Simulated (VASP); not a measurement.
# W (Pm-3m) in VASP: a series of runs

The runs below take W through single point, with r2SCAN, r2SCAN0.

All numbers are computed with VASP 6.6.1; they aren't measurements. Logs are shortened: lines on timing, memory, paths and dates and some standing lists are left out, and cuts for length are marked.

**1. The cell of the first run**

Symmetry: Pm-3m, No. 221, cubic system. Conventional cell: a = 2.622 Å, b = 2.622 Å, c = 2.622 Å, α = 90.00°, β = 90.00°, γ = 90.00°. W (site symmetry m-3m) has 6 W at 2.62 Å within 3.5 Å.

This isn't the form of W at room conditions, which is bcc.

**2. Single point, r2SCAN**

Input file POSCAR:

```
W
1.0
    2.6219968941      0.0000000000      0.0000000000
    0.0000000000      2.6219968941      0.0000000000
    0.0000000000      0.0000000000      2.6219968941
W
1
Direct
    0.0000000000      0.0000000000      0.0000000000
```

Input file INCAR.step1:

```
SYSTEM = W
PREC = Accurate ; ENCUT = 520
ISMEAR = -1 ; SIGMA = 0.1
LREAL = .FALSE. ; LASPH = .TRUE.
NELM = 80 ; NBANDS = 13
GGA = PE ; ALGO = Normal
EDIFF = 1E-4 ; LWAVE = .TRUE.
LCHARG = .FALSE.
```

Input file INCAR.step2:

```
SYSTEM = W
PREC = Accurate ; ENCUT = 520
EDIFF = 1E-6 ; ISMEAR = -1
SIGMA = 0.1 ; LREAL = .FALSE.
LASPH = .TRUE. ; NELM = 80
ALGO = Normal ; ISIF = 2
LWAVE = .FALSE. ; LCHARG = .FALSE.
METAGGA = R2SCAN ; LMIXTAU = .TRUE.
NBANDS = 13 ; ISTART = 1
```

Input file KPOINTS:

```
regular mesh
0
G
  6 6 6
  0 0 0
```

Potentials or basis: VASP PAW PBE potentials, release 64 (W_sv).

Launch:

```console
$ cat potpaw_PBE.64/W_sv/POTCAR > POTCAR
$ cp INCAR.step1 INCAR
$ mpirun -np 1 vasp_std > vasp.out
$ cp INCAR.step2 INCAR
$ mpirun -np 1 vasp_std > vasp.out
```

OUTCAR:

```text
SYSTEM = W
   PREC = Accurate
   ENCUT = 520
   EDIFF = 1E-6
   ISMEAR = -1
   LREAL = .FALSE.
   LASPH = .TRUE.
   NELM = 80
   ISIF = 2
   METAGGA = R2SCAN
   ISTART = 1

 ion  position               nearest neighbor table
   1  0.000  0.000  0.000-

  LATTYP: Found a simple cubic cell.
 ALAT       =     2.6219968941

  Lattice vectors:

 A1 = (   2.6219968941,   0.0000000000,   0.0000000000)
 A2 = (   0.0000000000,   2.6219968941,   0.0000000000)
 A3 = (   0.0000000000,   0.0000000000,   2.6219968941)

Analysis of symmetry for initial positions (statically):
=====================================================================
 Subroutine PRICEL returns:
 Original cell was already a primitive cell.

 Routine SETGRP: Setting up the symmetry group for a
 simple cubic supercell.

 Subroutine GETGRP returns: Found 48 space group operations
 (whereof 48 operations were pure point group operations)
 out of a pool of 48 trial point group operations.

The static configuration has the point symmetry O_h .

Analysis of symmetry for dynamics (positions and initial velocities):
=====================================================================
 Subroutine PRICEL returns:
 Original cell was already a primitive cell.

 Routine SETGRP: Setting up the symmetry group for a
 simple cubic supercell.

 Subroutine GETGRP returns: Found 48 space group operations
 (whereof 48 operations were pure point group operations)
 out of a pool of 48 trial point group operations.

The dynamic configuration has the point symmetry O_h .

 Subroutine INISYM returns: Found 48 space group operations
 (whereof 48 operations are pure point group operations),
 and found     1 'primitive' translations

----------------------------------------------------------------------------------------

                                     Primitive cell

  volume of cell :      18.0259

  direct lattice vectors                    reciprocal lattice vectors
     2.621996894  0.000000000  0.000000000     0.381388705  0.000000000  0.000000000
     0.000000000  2.621996894  0.000000000     0.000000000  0.381388705  0.000000000
     0.000000000  0.000000000  2.621996894     0.000000000  0.000000000  0.381388705

  length of vectors
     2.621996894  2.621996894  2.621996894     0.381388705  0.381388705  0.381388705

  position of ions in fractional coordinates (direct lattice)
     0.000000000  0.000000000  0.000000000

  ion indices of the primitive-cell ions
   primitive index   ion index
                 1           1

----------------------------------------------------------------------------------------

 KPOINTS: regular mesh

Automatic generation of k-mesh.
 Grid dimensions read from file:
 generate k-points for:    6    6    6

 Generating k-lattice:

  Cartesian coordinates                     Fractional coordinates (reciprocal lattice)
     0.063564784  0.000000000  0.000000000     0.166666667  0.000000000  0.000000000
     0.000000000  0.063564784  0.000000000     0.000000000  0.166666667  0.000000000
     0.000000000  0.000000000  0.063564784     0.000000000  0.000000000  0.166666667

  Length of vectors
     0.063564784  0.063564784  0.063564784

  Shift w.r.t. Gamma in fractional coordinates (k-lattice)
     0.000000000  0.000000000  0.000000000

 Subroutine IBZKPT returns following result:
 ===========================================

 Found     20 irreducible k-points:

 Following reciprocal coordinates:
            Coordinates               Weight
  0.000000  0.000000  0.000000      1.000000
  0.166667  0.000000  0.000000      6.000000
  0.333333  0.000000  0.000000      6.000000
  0.500000  0.000000  0.000000      3.000000
  0.166667  0.166667  0.000000     12.000000
  0.333333  0.166667  0.000000     24.000000
[... 12 lines left out ...]
  0.500000  0.500000  0.333333      6.000000
  0.500000  0.500000  0.500000      1.000000
   k-points           NKPTS =     20   k-points in BZ     NKDIM =     20   number of bands    NBANDS=     13
   number of dos      NEDOS =    301   number of ions     NIONS =      1
   total plane-waves  NPLWV =   8000
   dimension x,y,z NGX =    20 NGY =   20 NGZ =   20
   dimension x,y,z NGXF=    40 NGYF=   40 NGZF=   40
   ions per type =               1
   NGX,Y,Z   is equivalent  to a cutoff of  12.68, 12.68, 12.68 a.u.
   NGXF,Y,Z  is equivalent  to a cutoff of  25.36, 25.36, 25.36 a.u.
 SYSTEM =  W
   PREC   = accura    normal or accurate (medium, high low for compatibility)
   ISTART =      1    job   : 0-new  1-cont  2-samecut
   ICHARG =      0    charge: 1-file 2-atom 10-const
   ISPIN  =      1    spin polarized calculation?
   LNONCOLLINEAR =      F non collinear calculations
   LSORBIT =      F    spin-orbit coupling
   LASPH  =      T    aspherical Exc in radial PAW
   ENCUT  =  520.0 eV  38.22 Ry    6.18 a.u.   4.88  4.88  4.88*2*pi/ulx,y,z
   NELM   =     80;   NELMIN=  2; NELMDL=  0     # of ELM steps
   EDIFF  = 0.1E-05   stopping-criterion for ELM
   LREAL  =      F    real-space projection
   EDIFFG = 0.1E-04   stopping-criterion for IOM
   NSW    =      0    number of steps for IOM
   IBRION =     -1    ionic relax: 0-MD 1-quasi-New 2-CG
   NFREE  =      0    steps in history (QN), initial steepest desc. (CG)
   ISIF   =      2    stress and relaxation
   ISYM   =      2    0-nonsym 1-usesym 2-fastsym
   POTIM  = 0.5000    time-step for ionic-motion
   TEBEG  =    0.0;   TEEND  =   0.0 temperature during run
   PSTRESS=    0.0 pullay stress
   NELECT =      14.0000    total number of electrons
   NUPDOWN=      -1.0000    fix difference up-down
   EMIN   =  10.00;   EMAX   =-10.00  energy-range for DOS
   EFERMI =   0.00;   METHOD = LEGACY
   ISMEAR =    -1;   SIGMA  =   0.10  broadening in eV -4-tet -1-fermi 0-gaus
   EFERMI_NEDOS =   21; number of points for ismear=-14 and -15
   IALGO  =     38    algorithm
   IMIX   =      4    mixing-type and parameters
     AMIX     =   0.40;   BMIX     =  1.00
     AMIX_MAG =   1.60;   BMIX_MAG =  1.00
  volume/ion in A,a.u.               =      18.03       121.64
  Fermi-wavevector in a.u.,A,eV,Ry     =   1.504823  2.843703 30.810276  2.264491
  Thomas-Fermi vector in A             =   2.615752
   LORBIT       =      0    0 simple, 1 ext, 2 COOP (PROOUT), +10 PAW based schemes
   METAGGA = R2SCAN    functional components
   LHFCALC =     F    Hartree Fock is set to
   AEXX    =    0.0000 exact exchange contribution
   IVDW    =     0    specifies the selected vdW correction
   LEPSILON=     F    determine dielectric tensor
   LRPA    =     F    only Hartree local field effects (RPA)
 non-spin polarized calculation
  energy-cutoff  :      520.00
  volume of cell :       18.03
 maximum number of plane-waves:       500
 NGX is ok and might be reduce to    20
   NGX =  9   NGY =  9   NGZ =  9

 number of electron      14.0000003 magnetization

 Free energy of the ion-electron system (eV)
  ---------------------------------------------------
  ext. energy  EPLUGINS =         0.00000000
  ---------------------------------------------------
  free energy    TOTEN  =       -49.89331680 eV

  energy without entropy =      -49.86015039  energy(sigma->0) =      -49.87673360

 E-fermi :   9.4085     XC(G=0): -13.9212

 val. band max:        9.1851662594   @ k =   0.3333   0.3333   0.1667
 cond. band min:       9.5240220972   @ k =   0.3333   0.3333   0.1667
 fundamental gap:      0.3388558378
 Fermi energy:         9.4085499478

 k-point     1 :       0.0000    0.0000    0.0000
  band No.  band energies     occupation
      1     -66.5701      2.00000
      2     -29.4712      2.00000
      3     -29.4711      2.00000
      4     -29.4711      2.00000
      5       0.3824      2.00000
      6       4.7014      2.00000
      7       4.7014      2.00000
      8      14.5516      0.00000
      9      14.5516      0.00000
     10      14.5516      0.00000
     11      25.1651      0.00000
     12      25.1651      0.00000
     13      25.1651      0.00000

 k-point     2 :       0.1667    0.0000    0.0000
  band No.  band energies     occupation
      1     -66.5415      2.00000
      2     -29.8491      2.00000
      3     -29.4395      2.00000
      4     -29.4395      2.00000
      5       1.2578      2.00000
      6       4.9385      2.00000
      7       5.7020      2.00000
      8      13.2458      0.00000
      9      13.2458      0.00000
     10      14.6515      0.00000
     11      21.7517      0.00000
     12      26.9479      0.00000
     13      26.9479      0.00000

 k-point     3 :       0.3333    0.0000    0.0000
  band No.  band energies     occupation
      1     -66.4840      2.00000
      2     -30.5578      2.00000
      3     -29.3756      2.00000
      4     -29.3756      2.00000
      5       3.0173      2.00000
      6       5.4570      2.00000
      7       7.8942      2.00000
      8      11.3384      0.00000
      9      11.3384      0.00000
     10      14.8576      0.00000
     11      18.8264      0.00000
     12      25.4691      0.00000
     13      29.9679      0.00000
[... 241 lines left out ...]
 k-point    19 :       0.5000    0.5000    0.3333
  band No.  band energies     occupation
      1     -66.2610      2.00000
      2     -30.5638      2.00000
      3     -30.5638      2.00000
      4     -30.2115      2.00000
      5       4.8468      2.00000
      6       6.2913      2.00000
      7       6.2913      2.00000
      8      12.8468      0.00000
      9      17.3249      0.00000
     10      18.9072      0.00000
     11      20.3951      0.00000
     12      20.3951      0.00000
     13      23.9554      0.00000

 k-point    20 :       0.5000    0.5000    0.5000
  band No.  band energies     occupation
      1     -66.2334      2.00000
      2     -30.5186      2.00000
      3     -30.5186      2.00000
      4     -30.5186      2.00000
      5       5.3811      2.00000
      6       5.3811      2.00000
      7       5.3811      2.00000
      8      17.3307      0.00000
      9      17.3988      0.00000
     10      17.3988      0.00000
     11      21.6562      0.00000
     12      21.6562      0.00000
     13      21.6562      0.00000

------------------------ aborting loop because EDIFF is reached ----------------------------------------

  FORCE on cell =-STRESS in cart. coord.  units (eV):
  Direction    XX          YY          ZZ          XY          YZ          ZX
  --------------------------------------------------------------------------------------
  -------------------------------------------------------------------------------------
  Total       -0.1326010     -0.1326010     -0.1326010      0.0000000      0.0000000      0.0000000
  in kB      -11.7858464    -11.7858464    -11.7858464      0.0000000      0.0000000      0.0000000
  external PRESSURE =     -11.7858464 kB  Pullay stress =       0.0000000 kB

 VOLUME and BASIS-vectors are now :
 -----------------------------------------------------------------------------
  energy-cutoff  :      520.00
  volume of cell :       18.03
      direct lattice vectors                 reciprocal lattice vectors
     2.621996894  0.000000000  0.000000000     0.381388705  0.000000000  0.000000000
     0.000000000  2.621996894  0.000000000     0.000000000  0.381388705  0.000000000
     0.000000000  0.000000000  2.621996894     0.000000000  0.000000000  0.381388705

 POSITION                                       TOTAL-FORCE (eV/Angst)
 -----------------------------------------------------------------------------------
      0.00000      0.00000      0.00000         0.000000      0.000000      0.000000
 -----------------------------------------------------------------------------------
    total drift:                               -0.000000      0.000000      0.000000

  FREE ENERGIE OF THE ION-ELECTRON SYSTEM (eV)
  ---------------------------------------------------
  free  energy   TOTEN  =       -49.8933168028 eV

  energy  without entropy=      -49.8601503934  energy(sigma->0) =      -49.87673360
```

Run time: 33 s. Hardware: 1 thread of Intel Xeon 8259CL, shared host; peak memory 0.13 GiB.

What came out:

```yaml
Free_energy: -49.8933 eV
Pressure: -1.2 GPa
Band_gap_on_the_k_mesh: zero (bands 7 and 8 overlap by 2.58 eV)
```

Caveat: the k points lie up to 0.40 Å⁻¹ apart, too coarse for converged energies and pressures of a metal; the PAW data sets were made with another functional, which shifts forces and pressure a little; spin-orbit coupling is left out, which moves the levels of the heavy elements.

**3. Single point, r2SCAN0**

POSCAR is that of step 2.

Input file INCAR.step1:

```
SYSTEM = W
  PREC = Accurate
  ENCUT = 520
  EDIFF = 1E-5
  ISMEAR = -1
  SIGMA = 0.1
  LREAL = .FALSE.
  LASPH = .TRUE.
  NELM = 100
  ALGO = Normal
  ISIF = 2
  LWAVE = .TRUE.
  LCHARG = .FALSE.
  NBANDS = 13
  GGA = PE
```

Input file INCAR.step2:

```
SYSTEM = W
  PREC = Accurate
  ENCUT = 520
  EDIFF = 1E-6
  ISMEAR = -1
  SIGMA = 0.1
  LREAL = .FALSE.
  LASPH = .TRUE.
  NELM = 100
  ALGO = Normal
  ISIF = 2
  LWAVE = .FALSE.
  LCHARG = .FALSE.
  METAGGA = R2SCAN
  LHFCALC = .TRUE.
  AEXX = 0.25
  LMIXTAU = .TRUE.
  PRECFOCK = Normal
  NBANDS = 13
  ISTART = 1
```

KPOINTS is that of step 2.

Potentials or basis: VASP PAW PBE potentials, release 64 (W_sv).

Launch:

```console
$ cat potpaw_PBE.64/W_sv/POTCAR > POTCAR
$ cp INCAR.step1 INCAR
$ mpirun -np 1 vasp_std > vasp.out
$ cp INCAR.step2 INCAR
$ mpirun -np 1 vasp_std > vasp.out
```

OUTCAR:

```text
SYSTEM = W
   PREC = Accurate
   ENCUT = 520
   EDIFF = 1E-6
   ISMEAR = -1
   LREAL = .FALSE.
   LASPH = .TRUE.
   NELM = 100
   ISIF = 2
   METAGGA = R2SCAN
   LHFCALC = .TRUE.
   AEXX = 0.25
   PRECFOCK = Normal
   ISTART = 1

 ion  position               nearest neighbor table
   1  0.000  0.000  0.000-

  LATTYP: Found a simple cubic cell.
 ALAT       =     2.6219968941

  Lattice vectors:

 A1 = (   2.6219968941,   0.0000000000,   0.0000000000)
[... 500 lines left out ...]
     10      18.3834      0.00000
     11      22.7139      0.00000
     12      22.7139      0.00000
     13      22.7139      0.00000

------------------------ aborting loop because EDIFF is reached ----------------------------------------

  FORCE on cell =-STRESS in cart. coord.  units (eV):
  Direction    XX          YY          ZZ          XY          YZ          ZX
  --------------------------------------------------------------------------------------
  -------------------------------------------------------------------------------------
  Total       -0.7629423     -0.7629423     -0.7629423     -0.0000000     -0.0000000     -0.0000000
  in kB      -67.8118790    -67.8118790    -67.8118790     -0.0000000     -0.0000000     -0.0000000
  external PRESSURE =     -67.8118790 kB  Pullay stress =       0.0000000 kB

 VOLUME and BASIS-vectors are now :
 -----------------------------------------------------------------------------
  energy-cutoff  :      520.00
  volume of cell :       18.03
      direct lattice vectors                 reciprocal lattice vectors
     2.621996894  0.000000000  0.000000000     0.381388705  0.000000000  0.000000000
     0.000000000  2.621996894  0.000000000     0.000000000  0.381388705  0.000000000
     0.000000000  0.000000000  2.621996894     0.000000000  0.000000000  0.381388705

 POSITION                                       TOTAL-FORCE (eV/Angst)
 -----------------------------------------------------------------------------------
      0.00000      0.00000      0.00000         0.000000      0.000000      0.000000
 -----------------------------------------------------------------------------------
    total drift:                               -0.000001     -0.000001     -0.000001

  FREE ENERGIE OF THE ION-ELECTRON SYSTEM (eV)
  ---------------------------------------------------
  free  energy   TOTEN  =       -43.8018923347 eV

  energy  without entropy=      -43.7848025891  energy(sigma->0) =      -43.79334746
```

Wall time 25 min (1 thread of Intel Xeon 8259CL, shared host); peak memory 0.15 GiB.

Results:

| Quantity | Value |
| --- | --- |
| Free energy | -43.8019 eV |
| Pressure | -6.8 GPa |
| Band gap on the k mesh | zero (bands 7 and 8 overlap by 3.73 eV) |

Levels at points of the mesh, in eV from the Fermi level:
```tsv
k point	band 5	band 6	band 7	band 8	band 9	band 10
(0.00, 0.00, 0.00)	-10.64	-6.10	-6.10	6.24	6.24	6.24
(0.50, 0.00, 0.00)	-6.61	-4.90	-1.72	1.82	1.82	6.67
(0.50, 0.50, 0.00)	-7.11	-4.17	2.62	2.62	5.51	5.51
(0.50, 0.50, 0.50)	-5.15	-5.15	-5.15	8.43	8.91	8.91
```

Caveat: the k points lie up to 0.40 Å⁻¹ apart, too coarse for converged energies and pressures of a metal; the PAW data sets were made with another functional, which shifts forces and pressure a little; spin-orbit coupling is left out, which moves the levels of the heavy elements.

The gap in the log of VASP goes by the Fermi energy; the results here count the filled bands.